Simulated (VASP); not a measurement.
# WS3 (P4/mmm) in VASP: notebook

WS3 is run at these levels: PBE; tasks: single point.

Program: VASP 6.6.1. These are calculated values, not measurements. Logs are shortened: lines on timing, memory, paths and dates and some standing lists are left out, and cuts for length are marked.

## (1) The cell of the first run

It takes space group P4/mmm (No. 123, tetragonal). Conventional cell: a = 4.244 Å, b = 4.244 Å, c = 4.201 Å, α = 90.00°, β = 90.00°, γ = 90.00°. W (site symmetry 4/mmm) has 12 S at 2.99 to 3.00 Å within 3.9 Å. S (site symmetry mmm) has 4 W at 2.99 Å and 8 S at 2.99 to 3.00 Å within 3.9 Å. Within 3.9 Å of S (site symmetry 4/mmm) lie 8 S at 2.99 Å and 4 W at 3.00 Å.

## (2) Single point, PBE

INCAR

```
PREC = Accurate
ENCUT = 500
EDIFF = 1E-6
ISMEAR = 0
SIGMA = 0.1
LREAL = False
LASPH = True
NELM = 120
ALGO = Normal
ISIF = 2
LWAVE = False
LCHARG = False
GGA = PE
NBANDS = 24
GGA_COMPAT = False
```

KPOINTS

```
regular mesh
0
Gamma
  4 4 4
```

POSCAR

```
WS3
1.0
    4.2441727726      0.0000000000      0.0000000000
    0.0000000000      4.2441727726      0.0000000000
    0.0000000000      0.0000000000      4.2005486002
W S
1 3
Direct
    0.0000000000      0.0000000000      0.0000000000
    0.0000000000      0.5000000000      0.5000000000
    0.5000000000      0.0000000000      0.5000000000
    0.5000000000      0.5000000000      0.0000000000
```

Potentials or basis: VASP PAW PBE potentials, release 64 (W_sv, S).

Started as:

```bash
cat potpaw_PBE.64/W_sv/POTCAR potpaw_PBE.64/S/POTCAR > POTCAR
mpirun -np 1 vasp_std > vasp.out
```

OUTCAR:

```text
PREC = Accurate
   ENCUT = 500
   EDIFF = 1E-6
   ISMEAR = 0
   LREAL = False
   LASPH = True
   NELM = 120
   ISIF = 2
   GGA = PE

 ion  position               nearest neighbor table
   1  0.000  0.000  0.000-   2 2.99   3 2.99   2 2.99   3 2.99   2 2.99   2 2.99   3 2.99   3 2.99
                             4 3.00   4 3.00   4 3.00   4 3.00
   2  0.000  0.500  0.500-   1 2.99   1 2.99   1 2.99   1 2.99
   3  0.500  0.000  0.500-   1 2.99   1 2.99   1 2.99   1 2.99
   4  0.500  0.500  0.000-   1 3.00   1 3.00   1 3.00   1 3.00

  LATTYP: Found a simple tetragonal cell.
 ALAT       =     4.2441727726
 C/A-ratio  =     0.9897213957

  Lattice vectors:

 A1 = (   4.2441727726,   0.0000000000,   0.0000000000)
 A2 = (   0.0000000000,   4.2441727726,   0.0000000000)
 A3 = (   0.0000000000,   0.0000000000,   4.2005486002)

Analysis of symmetry for initial positions (statically):
=====================================================================
 Subroutine PRICEL returns:
 Original cell was already a primitive cell.

 Routine SETGRP: Setting up the symmetry group for a
 simple tetragonal supercell.

 Subroutine GETGRP returns: Found 16 space group operations
 (whereof 16 operations were pure point group operations)
 out of a pool of 16 trial point group operations.

The static configuration has the point symmetry D_4h.

Analysis of symmetry for dynamics (positions and initial velocities):
=====================================================================
 Subroutine PRICEL returns:
 Original cell was already a primitive cell.

 Routine SETGRP: Setting up the symmetry group for a
 simple tetragonal supercell.

 Subroutine GETGRP returns: Found 16 space group operations
 (whereof 16 operations were pure point group operations)
 out of a pool of 16 trial point group operations.

The dynamic configuration has the point symmetry D_4h.

 Subroutine INISYM returns: Found 16 space group operations
 (whereof 16 operations are pure point group operations),
 and found     1 'primitive' translations

----------------------------------------------------------------------------------------

                                     Primitive cell

  volume of cell :      75.6645

[... 81 lines left out ...]
   LSORBIT =      F    spin-orbit coupling
   LASPH  =      T    aspherical Exc in radial PAW
   ENCUT  =  500.0 eV  36.75 Ry    6.06 a.u.   7.74  7.74  7.66*2*pi/ulx,y,z
   NELM   =    120;   NELMIN=  2; NELMDL= -5     # of ELM steps
   EDIFF  = 0.1E-05   stopping-criterion for ELM
   LREAL  =      F    real-space projection
   EDIFFG = 0.1E-04   stopping-criterion for IOM
   NSW    =      0    number of steps for IOM
   IBRION =     -1    ionic relax: 0-MD 1-quasi-New 2-CG
   NFREE  =      0    steps in history (QN), initial steepest desc. (CG)
   ISIF   =      2    stress and relaxation
   ISYM   =      2    0-nonsym 1-usesym 2-fastsym
   POTIM  = 0.5000    time-step for ionic-motion
   TEBEG  =    0.0;   TEEND  =   0.0 temperature during run
   PSTRESS=    0.0 pullay stress
   NELECT =      32.0000    total number of electrons
   NUPDOWN=      -1.0000    fix difference up-down
   EMIN   =  10.00;   EMAX   =-10.00  energy-range for DOS
   EFERMI =   0.00;   METHOD = LEGACY
   ISMEAR =     0;   SIGMA  =   0.10  broadening in eV -4-tet -1-fermi 0-gaus
   EFERMI_NEDOS =   21; number of points for ismear=-14 and -15
   IALGO  =     38    algorithm
   IMIX   =      4    mixing-type and parameters
     AMIX     =   0.40;   BMIX     =  1.00
     AMIX_MAG =   1.60;   BMIX_MAG =  1.00
  volume/ion in A,a.u.               =      18.92       127.65
  Fermi-wavevector in a.u.,A,eV,Ry     =   1.228837  2.322164 20.545331  1.510039
  Thomas-Fermi vector in A             =   2.363747
   LORBIT       =      0    0 simple, 1 ext, 2 COOP (PROOUT), +10 PAW based schemes
   GGA     = PE    functional components
   LHFCALC =     F    Hartree Fock is set to
   AEXX    =    0.0000 exact exchange contribution
   IVDW    =     0    specifies the selected vdW correction
   LEPSILON=     F    determine dielectric tensor
   LRPA    =     F    only Hartree local field effects (RPA)
 non-spin polarized calculation
 Gauss-broadening in eV      SIGMA  =   0.10
  energy-cutoff  :      500.00
  volume of cell :       75.66
 maximum number of plane-waves:      1956
 NGX is ok and might be reduce to    32
   NGX = 15   NGY = 15   NGZ = 15

 number of electron      32.0000008 magnetization

 Free energy of the ion-electron system (eV)
  ---------------------------------------------------
  ext. energy  EPLUGINS =         0.00000000
  ---------------------------------------------------
  free energy    TOTEN  =       -19.67339966 eV

  energy without entropy =      -19.63034125  energy(sigma->0) =      -19.65187046

 E-fermi :   6.7008     XC(G=0): -10.9203

 val. band max:        6.6879928053   @ k =   0.5000   0.2500   0.2500
 cond. band min:       6.7156936771   @ k =   0.5000   0.2500   0.2500
 fundamental gap:      0.0277008717
 Fermi energy:         6.7007995857

 k-point     1 :       0.0000    0.0000    0.0000
  band No.  band energies     occupation
      1     -68.3173      2.00000
      2     -32.3940      2.00000
      3     -32.3940      2.00000
      4     -32.3922      2.00000
      5      -8.4580      2.00000
      6      -4.8352      2.00000
[... 475 lines left out ...]
     23      16.0051      0.00000
     24      16.0067      0.00000

------------------------ aborting loop because EDIFF is reached ----------------------------------------

  FORCE on cell =-STRESS in cart. coord.  units (eV):
  Direction    XX          YY          ZZ          XY          YZ          ZX
  --------------------------------------------------------------------------------------
  -------------------------------------------------------------------------------------
  Total       -7.8430306     -7.8430306     -8.3980241      0.0000000      0.0000000      0.0000000
  in kB     -166.0742765   -166.0742765   -177.8261295      0.0000000      0.0000000      0.0000000
  external PRESSURE =    -169.9915608 kB  Pullay stress =       0.0000000 kB

 VOLUME and BASIS-vectors are now :
 -----------------------------------------------------------------------------
  energy-cutoff  :      500.00
  volume of cell :       75.66
      direct lattice vectors                 reciprocal lattice vectors
     4.244172773  0.000000000  0.000000000     0.235617175  0.000000000  0.000000000
     0.000000000  4.244172773  0.000000000     0.000000000  0.235617175  0.000000000
     0.000000000  0.000000000  4.200548600     0.000000000  0.000000000  0.238064142

 POSITION                                       TOTAL-FORCE (eV/Angst)
 -----------------------------------------------------------------------------------
      0.00000      0.00000      0.00000         0.000000      0.000000      0.000000
      0.00000      2.12209      2.10027         0.000000      0.000000      0.000000
      2.12209      0.00000      2.10027         0.000000      0.000000      0.000000
      2.12209      2.12209      0.00000         0.000000      0.000000      0.000000
 -----------------------------------------------------------------------------------
    total drift:                                0.000000     -0.000000     -0.000000

  FREE ENERGIE OF THE ION-ELECTRON SYSTEM (eV)
  ---------------------------------------------------
  free  energy   TOTEN  =       -19.6733996645 eV

  energy  without entropy=      -19.6303412481  energy(sigma->0) =      -19.65187046
```

stdout:

```text
POSCAR found type information on POSCAR W S
 POSCAR found :  2 types and       4 ions
 scaLAPACK will be used
 LDA part: xc-table for (Slater+PW92), standard interpolation
 POSCAR, INCAR and KPOINTS ok, starting setup
 FFT: planning ... GRIDC
 FFT: planning ... GRID_SOFT
 FFT: planning ... GRID
 WAVECAR not read
 entering main loop
```

Wall time 24 s (1 thread of Intel Xeon Platinum 8488C (Sapphire Rapids), shared host); peak memory 0.18 GiB.

Results:

- Free energy: -19.6734 eV
- Pressure: -17.0 GPa
- Band gap on the k mesh: zero (band 16 reaches 6.95 eV, above the bottom of band 17 at 6.04 eV)

Stress tensor (GPa, compression positive):
```
-16.61   0.00   0.00
  0.00 -16.61   0.00
  0.00   0.00 -17.78
```

Caveat: the k points lie up to 0.37 Å⁻¹ apart; spin-orbit coupling is left out, which moves the levels of the heavy elements.

## (3) Single point, PBE, collinear spin, ferromagnetic start

INCAR

```
ALGO = Normal ; EDIFF = 1E-6
ENCUT = 500 ; GGA = PE
GGA_COMPAT = F ; ISIF = 2
ISMEAR = 0 ; ISPIN = 2
LASPH = T ; LCHARG = F
LMAXMIX = 4 ; LORBIT = 11
LREAL = F ; LWAVE = F
MAGMOM = 1.97 0.11 0.11 0.09 ; NBANDS = 28
NELM = 200 ; PREC = Accurate
SIGMA = 0.1
```

KPOINTS

```
k-points
0
Gamma
  4 4 4
```

POSCAR is that of step 2.

Potentials or basis: VASP PAW PBE potentials, release 64 (W_sv, S).

Started as:

```bash
cat potpaw_PBE.64/W_sv/POTCAR potpaw_PBE.64/S/POTCAR > POTCAR
mpirun -np 1 vasp_std > vasp.out
```

Run time: 84 s. Hardware: 1 thread of Intel Xeon Platinum 8488C (Sapphire Rapids), shared host; peak memory 0.23 GiB.

The run converged. Its results:

```yaml
Free_energy: -19.6914 eV
Pressure: -17.0 GPa
Net_moment: -0.73 μB per cell
Site_moments: W -0.06; S -0.15, -0.14 μB
Valence_electrons_inside_the_program's_atomic_spheres: W 11.45; S 3.51
```

Stress tensor (GPa, compression positive):
```
-16.81   0.00   0.00
  0.00 -16.81   0.00
  0.00   0.00 -17.30
```

Levels at points of the mesh, in eV from the Fermi level:
Spin up:
```tsv
k point	band 12	band 13	band 14	band 15	band 16	band 17	band 18	band 19	band 20	band 21
(0.00, 0.00, 0.00)	-1.43	-1.42	-0.84	-0.76	-0.64	-0.63	-0.63	-0.09	0.80	0.82
(0.50, 0.00, 0.00)	-2.87	-2.82	-1.78	-0.49	-0.39	-0.31	0.07	2.19	2.34	2.40
(0.50, 0.50, 0.00)	-2.81	-2.81	-2.27	-0.84	-0.23	0.36	1.09	2.22	2.31	2.31
(0.00, 0.00, 0.50)	-2.87	-2.87	-1.82	-0.48	-0.40	-0.40	0.10	2.26	2.44	2.44
(0.50, 0.00, 0.50)	-2.86	-2.85	-2.27	-0.75	-0.20	0.38	1.17	2.20	2.25	2.36
(0.50, 0.50, 0.50)	-1.03	0.17	0.21	0.27	0.30	0.30	0.71	0.80	0.80	1.24
```
Spin down:
```tsv
k point	band 13	band 14	band 15	band 16	band 17	band 18	band 19	band 20
(0.00, 0.00, 0.00)	-1.53	-0.89	-0.82	-0.69	-0.68	-0.68	-0.23	0.47
(0.50, 0.00, 0.00)	-2.92	-2.16	-0.69	-0.63	-0.53	0.02	2.12	2.25
(0.50, 0.50, 0.00)	-2.90	-2.63	-0.91	-0.26	0.28	0.61	2.13	2.22
(0.00, 0.00, 0.50)	-2.96	-2.17	-0.73	-0.73	-0.53	0.06	2.18	2.35
(0.50, 0.00, 0.50)	-2.96	-2.67	-0.81	-0.23	0.29	0.71	2.12	2.17
(0.50, 0.50, 0.50)	0.13	0.18	0.19	0.23	0.23	0.60	0.69	0.69
```

Caveat: the k points lie up to 0.37 Å⁻¹ apart; spin-orbit coupling is left out, which moves the levels of the heavy elements.
